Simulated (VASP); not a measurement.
# GeSb4Te7 (P-3m1) in VASP: single point with PBE+D3(BJ)

Aim: the single point of GeSb4Te7 with PBE+D3(BJ).

Everything below comes from runs of VASP 6.6.1. Logs are shortened: lines on timing, memory, paths and dates and some standing lists are left out, and cuts for length are marked.

## Step 1: The cell of the first run

The structure is trigonal, space group P-3m1 (No. 164). Conventional cell: a = 4.259 Å, b = 4.259 Å, c = 23.346 Å, α = 90.00°, β = 90.00°, γ = 120.00°. Within 3.9 Å of Ge (site symmetry -3m) lie 6 Te at 2.97 Å. Sb (site symmetry 3m) has 6 Te at 3.00 to 3.15 Å within 4.0 Å. Sb (site symmetry 3m) has 6 Te at 3.00 to 3.16 Å within 3.9 Å. Te (site symmetry 3m) has 3 Sb at 3.00 Å and 3 Te at 3.59 Å within 4.0 Å. Te (site symmetry 3m) has 3 Sb at 3.00 Å and 3 Te at 3.59 Å within 3.9 Å. Te (site symmetry 3m) has 3 Ge at 2.97 Å and 3 Sb at 3.16 Å within 3.9 Å. Within 4.5 Å of Te (site symmetry -3m) lie 6 Sb at 3.15 Å and 12 Te at 4.26 to 4.43 Å.

## Step 2: Single point, PBE+D3(BJ)

File INCAR:

```
  ALGO = Normal
  EDIFF = 1E-6
  ENCUT = 520
  GGA = PE
  ISIF = 2
  ISMEAR = 0
  IVDW = 12
  LASPH = True
  LCHARG = False
  LREAL = False
  LWAVE = False
  NBANDS = 50
  NELM = 80
  PREC = Accurate
  SIGMA = 0.03
```

File KPOINTS:

```
k-points
0
Gamma
  10 10 2
```

File POSCAR:

```
GeSb4Te7
1.0
    4.2586816305      0.0000000000      0.0000000000
   -2.1293408152      3.6881264786      0.0000000000
    0.0000000000      0.0000000000     23.3460409254
Ge Sb Te
1 4 7
Direct
    0.0000000000      0.0000000000      0.5000000000
    0.6666666667      0.3333333333      0.9157124105
    0.3333333333      0.6666666667      0.3436605440
    0.3333333333      0.6666666667      0.0842875895
    0.6666666667      0.3333333333      0.6563394560
    0.3333333333      0.6666666667      0.8419978883
    0.6666666667      0.3333333333      0.1580021117
    0.0000000000      0.0000000000      0.7298464406
    0.6666666667      0.3333333333      0.4288523665
    0.3333333333      0.6666666667      0.5711476335
    0.0000000000      0.0000000000      0.0000000000
    0.0000000000      0.0000000000      0.2701535594
```

Potentials or basis: VASP PAW PBE potentials, release 64 (Ge_d, Sb, Te).

Command:

```
> cat potpaw_PBE.64/Ge_d/POTCAR potpaw_PBE.64/Sb/POTCAR potpaw_PBE.64/Te/POTCAR > POTCAR
> mpirun -np 1 vasp_std > vasp.out
```

OUTCAR:

```text
EDIFF = 1E-6
   ENCUT = 520
   GGA = PE
   ISIF = 2
   ISMEAR = 0
   IVDW = 12
   LASPH = True
   LREAL = False
   NELM = 80
   PREC = Accurate
 IVDW          = 12

 ion  position               nearest neighbor table
   1  0.000  0.000  0.500-   9 2.97  10 2.97  10 2.97   9 2.97   9 2.97  10 2.97
   2  0.667  0.333  0.916-   6 3.00   6 3.00   6 3.00  11 3.15  11 3.15  11 3.15
   3  0.333  0.667  0.344-  12 3.00  12 3.00  12 3.00   9 3.16   9 3.16   9 3.16
   4  0.333  0.667  0.084-   7 3.00   7 3.00   7 3.00  11 3.15  11 3.15  11 3.15
   5  0.667  0.333  0.656-   8 3.00   8 3.00   8 3.00  10 3.16  10 3.16  10 3.16
   6  0.333  0.667  0.842-   2 3.00   2 3.00   2 3.00   8 3.59   8 3.59   8 3.59
   7  0.667  0.333  0.158-   4 3.00   4 3.00   4 3.00  12 3.59  12 3.59  12 3.59
   8  0.000  0.000  0.730-   5 3.00   5 3.00   5 3.00   6 3.59   6 3.59   6 3.59
   9  0.667  0.333  0.429-   1 2.97   1 2.97   1 2.97   3 3.16   3 3.16   3 3.16
  10  0.333  0.667  0.571-   1 2.97   1 2.97   1 2.97   5 3.16   5 3.16   5 3.16
  11  0.000  0.000  0.000-   2 3.15   4 3.15   4 3.15   2 3.15   2 3.15   4 3.15
  12  0.000  0.000  0.270-   3 3.00   3 3.00   3 3.00   7 3.59   7 3.59   7 3.59

  LATTYP: Found a hexagonal cell.
 ALAT       =     4.2586816305
 C/A-ratio  =     5.4819878430

  Lattice vectors:

 A1 = (   4.2586816305,   0.0000000000,   0.0000000000)
 A2 = (  -2.1293408152,   3.6881264786,   0.0000000000)
 A3 = (   0.0000000000,   0.0000000000,  23.3460409254)

Analysis of symmetry for initial positions (statically):
=====================================================================
 Subroutine PRICEL returns:
 Original cell was already a primitive cell.

 Routine SETGRP: Setting up the symmetry group for a
 hexagonal supercell.

 Subroutine GETGRP returns: Found 12 space group operations
 (whereof 12 operations were pure point group operations)
 out of a pool of 24 trial point group operations.

The static configuration has the point symmetry D_3d.

Analysis of symmetry for dynamics (positions and initial velocities):
=====================================================================
 Subroutine PRICEL returns:
 Original cell was already a primitive cell.

 Routine SETGRP: Setting up the symmetry group for a
 hexagonal supercell.

 Subroutine GETGRP returns: Found 12 space group operations
 (whereof 12 operations were pure point group operations)
 out of a pool of 24 trial point group operations.

The dynamic configuration has the point symmetry D_3d.

 Subroutine INISYM returns: Found 12 space group operations
 (whereof 12 operations are pure point group operations),
 and found     1 'primitive' translations

----------------------------------------------------------------------------------------

                                     Primitive cell

  volume of cell :     366.6859

  direct lattice vectors                    reciprocal lattice vectors
     4.258681630  0.000000000  0.000000000     0.234814454  0.135570188  0.000000000
    -2.129340815  3.688126479  0.000000000     0.000000000  0.271140376  0.000000000
     0.000000000  0.000000000 23.346040925     0.000000000  0.000000000  0.042833815

  length of vectors
     4.258681630  4.258681630 23.346040925     0.271140376  0.271140376  0.042833815

  position of ions in fractional coordinates (direct lattice)
     0.000000000  0.000000000  0.500000000
     0.666666667  0.333333333  0.915712410
     0.333333333  0.666666667  0.343660544
     0.333333333  0.666666667  0.084287590
     0.666666667  0.333333333  0.656339456
     0.333333333  0.666666667  0.841997888
     0.666666667  0.333333333  0.158002112
     0.000000000  0.000000000  0.729846441
     0.666666667  0.333333333  0.428852367
     0.333333333  0.666666667  0.571147633
     0.000000000  0.000000000  0.000000000
     0.000000000  0.000000000  0.270153559

  ion indices of the primitive-cell ions
   primitive index   ion index
                 1           1
                 2           2
                 3           3
                 4           4
                 5           5
                 6           6
                 7           7
                 8           8
                 9           9
                10          10
                11          11
                12          12

----------------------------------------------------------------------------------------

 KPOINTS: k-points

Automatic generation of k-mesh.
 Grid dimensions read from file:
 generate k-points for:   10   10    2

 Generating k-lattice:

  Cartesian coordinates                     Fractional coordinates (reciprocal lattice)
     0.023481445  0.013557019  0.000000000     0.100000000 -0.000000000  0.000000000
     0.000000000  0.027114038  0.000000000     0.000000000  0.100000000  0.000000000
     0.000000000  0.000000000  0.021416908     0.000000000  0.000000000  0.500000000

  Length of vectors
     0.027114038  0.027114038  0.021416908

  Shift w.r.t. Gamma in fractional coordinates (k-lattice)
     0.000000000  0.000000000  0.000000000

 Subroutine IBZKPT returns following result:
 ===========================================

 Found     28 irreducible k-points:

 Following reciprocal coordinates:
            Coordinates               Weight
  0.000000  0.000000  0.000000      1.000000
  0.100000  0.000000  0.000000      6.000000
  0.200000  0.000000  0.000000      6.000000
  0.300000  0.000000  0.000000      6.000000
  0.400000  0.000000  0.000000      6.000000
  0.500000  0.000000  0.000000      3.000000
[... 16 lines left out ...]
  0.300000  0.100000  0.500000     12.000000
  0.400000  0.100000  0.500000     12.000000
 [... further k-points ...]
   k-points           NKPTS =     28   k-points in BZ     NKDIM =     28   number of bands    NBANDS=     50
   number of dos      NEDOS =    301   number of ions     NIONS =     12
   total plane-waves  NPLWV = 184320
   dimension x,y,z NGX =    32 NGY =   32 NGZ =  180
   dimension x,y,z NGXF=    64 NGYF=   64 NGZF=  360
   ions per type =               1   4   7
   NGX,Y,Z   is equivalent  to a cutoff of  12.49, 12.49, 12.82 a.u.
   NGXF,Y,Z  is equivalent  to a cutoff of  24.98, 24.98, 25.64 a.u.
 SYSTEM =  unknown system
   PREC   = accura    normal or accurate (medium, high low for compatibility)
   ISTART =      0    job   : 0-new  1-cont  2-samecut
   ICHARG =      2    charge: 1-file 2-atom 10-const
   ISPIN  =      1    spin polarized calculation?
   LNONCOLLINEAR =      F non collinear calculations
   LSORBIT =      F    spin-orbit coupling
   LASPH  =      T    aspherical Exc in radial PAW
   ENCUT  =  520.0 eV  38.22 Ry    6.18 a.u.   7.92  7.92 43.41*2*pi/ulx,y,z
   NELM   =     80;   NELMIN=  2; NELMDL= -5     # of ELM steps
   EDIFF  = 0.1E-05   stopping-criterion for ELM
   LREAL  =      F    real-space projection
   EDIFFG = 0.1E-04   stopping-criterion for IOM
   NSW    =      0    number of steps for IOM
   IBRION =     -1    ionic relax: 0-MD 1-quasi-New 2-CG
   NFREE  =      0    steps in history (QN), initial steepest desc. (CG)
   ISIF   =      2    stress and relaxation
   ISYM   =      2    0-nonsym 1-usesym 2-fastsym
   POTIM  = 0.5000    time-step for ionic-motion
   TEBEG  =    0.0;   TEEND  =   0.0 temperature during run
   PSTRESS=    0.0 pullay stress
   NELECT =      76.0000    total number of electrons
   NUPDOWN=      -1.0000    fix difference up-down
   EMIN   =  10.00;   EMAX   =-10.00  energy-range for DOS
   EFERMI =   0.00;   METHOD = LEGACY
   ISMEAR =     0;   SIGMA  =   0.03  broadening in eV -4-tet -1-fermi 0-gaus
   EFERMI_NEDOS =   21; number of points for ismear=-14 and -15
   IALGO  =     38    algorithm
   IMIX   =      4    mixing-type and parameters
     AMIX     =   0.40;   BMIX     =  1.00
     AMIX_MAG =   1.60;   BMIX_MAG =  1.00
  volume/ion in A,a.u.               =      30.56       206.21
  Fermi-wavevector in a.u.,A,eV,Ry     =   0.968831  1.830825 12.770880  0.938633
  Thomas-Fermi vector in A             =   2.098833
   LORBIT       =      0    0 simple, 1 ext, 2 COOP (PROOUT), +10 PAW based schemes
   GGA     = PE    functional components
   LHFCALC =     F    Hartree Fock is set to
   AEXX    =    0.0000 exact exchange contribution
   IVDW    =    12    specifies the selected vdW correction
   LEPSILON=     F    determine dielectric tensor
   LRPA    =     F    only Hartree local field effects (RPA)
 non-spin polarized calculation
 Gauss-broadening in eV      SIGMA  =   0.03
  energy-cutoff  :      520.00
  volume of cell :      366.69
 maximum number of plane-waves:      9924
 NGX is ok and might be reduce to    32
   NGX = 15   NGY = 15   NGZ = 87

 number of electron      76.0000021 magnetization

 Free energy of the ion-electron system (eV)
  ---------------------------------------------------
  ext. energy  EPLUGINS =         0.00000000
  ---------------------------------------------------
  free energy    TOTEN  =       -44.35867844 eV

  energy without entropy =      -44.35859691  energy(sigma->0) =      -44.35863768

 E-fermi :   7.0029     XC(G=0):  -9.4742

 val. band max:        6.9755728387   @ k =   0.0000   0.0000   0.5000
 cond. band min:       7.0347454738   @ k =   0.0000   0.0000   0.5000
 fundamental gap:      0.0591726351
 Fermi energy:         7.0028818610

 k-point     1 :       0.0000    0.0000    0.0000
  band No.  band energies     occupation
      1     -18.1075      2.00000
      2     -18.1075      2.00000
      3     -18.1020      2.00000
      4     -18.1001      2.00000
      5     -18.1001      2.00000
      6      -6.5733      2.00000
[... 42 lines left out ...]
     49       8.4168      0.00000
     50       8.5658      0.00000
[... 1217 lines left out ...]
     49       9.8858      0.00000
     50       9.9211      0.00000

 [... further k-points ...]

------------------------ aborting loop because EDIFF is reached ----------------------------------------

 Edisp (eV)   -5.40385

 E8    (eV) :    -2.4915

  FORCE on cell =-STRESS in cart. coord.  units (eV):
  Direction    XX          YY          ZZ          XY          YZ          ZX
  --------------------------------------------------------------------------------------
  -------------------------------------------------------------------------------------
  Total      -0.01916    -0.01916     0.01584    -0.00000     0.00000     0.00000
  in kB      -0.08373    -0.08373     0.06919    -0.00000     0.00000     0.00000
  external pressure =       -0.03 kB  Pullay stress =        0.00 kB

 VOLUME and BASIS-vectors are now :
 -----------------------------------------------------------------------------
  energy-cutoff  :      520.00
  volume of cell :      366.69
      direct lattice vectors                 reciprocal lattice vectors
     4.258681630  0.000000000  0.000000000     0.234814454  0.135570188  0.000000000
    -2.129340815  3.688126479  0.000000000     0.000000000  0.271140376  0.000000000
     0.000000000  0.000000000 23.346040925     0.000000000  0.000000000  0.042833815

 POSITION                                       TOTAL-FORCE (eV/Angst)
 -----------------------------------------------------------------------------------
      0.00000      0.00000     11.67302         0.000000      0.000000     -0.000000
      2.12934      1.22938     21.37826         0.000000     -0.000000      0.023651
     -0.00000      2.45875      8.02311         0.000000      0.000000      0.023127
     -0.00000      2.45875      1.96778        -0.000000      0.000000     -0.023651
      2.12934      1.22938     15.32293        -0.000000      0.000000     -0.023127
     -0.00000      2.45875     19.65732        -0.000000     -0.000000     -0.019905
      2.12934      1.22938      3.68872         0.000000      0.000000      0.019905
      0.00000      0.00000     17.03902        -0.000000     -0.000000      0.022046
      2.12934      1.22938     10.01200         0.000000     -0.000000     -0.011802
     -0.00000      2.45875     13.33404        -0.000000      0.000000      0.011802
      0.00000      0.00000      0.00000         0.000000      0.000000     -0.000000
      0.00000      0.00000      6.30702         0.000000      0.000000     -0.022046
 -----------------------------------------------------------------------------------
    total drift:                                0.000000      0.000000      0.000000

  FREE ENERGIE OF THE ION-ELECTRON SYSTEM (eV)
  ---------------------------------------------------
  free  energy   TOTEN  =       -49.7625329316 eV

  energy  without entropy=      -49.7624514053  energy(sigma->0) =      -49.76249217
```

It took 27 min on 1 thread of Intel Xeon 8259CL, shared host; peak memory 0.71 GiB.

Results:

```yaml
Free_energy: -49.7625 eV
Pressure: 0.0 GPa
Largest_force: 0.024 eV/Å
Band_gap_on_the_k_mesh: 0.06 eV
Dispersion_energy_per_atom: -0.450 eV
```

Forces on the atoms (eV/Å):
```
Ge   0.000  0.000  0.000
Sb   0.000  0.000  0.024
Sb   0.000  0.000  0.023
Sb   0.000  0.000 -0.024
Sb   0.000  0.000 -0.023
Te   0.000  0.000 -0.020
Te   0.000  0.000  0.020
Te   0.000  0.000  0.022
Te   0.000  0.000 -0.012
Te   0.000  0.000  0.012
Te   0.000  0.000  0.000
Te   0.000  0.000 -0.022
```

Caveat: semilocal functionals underestimate gaps, and a narrow one can read as zero; spin-orbit coupling is left out, which moves the levels of the heavy elements. A k mesh can miss the band edges.
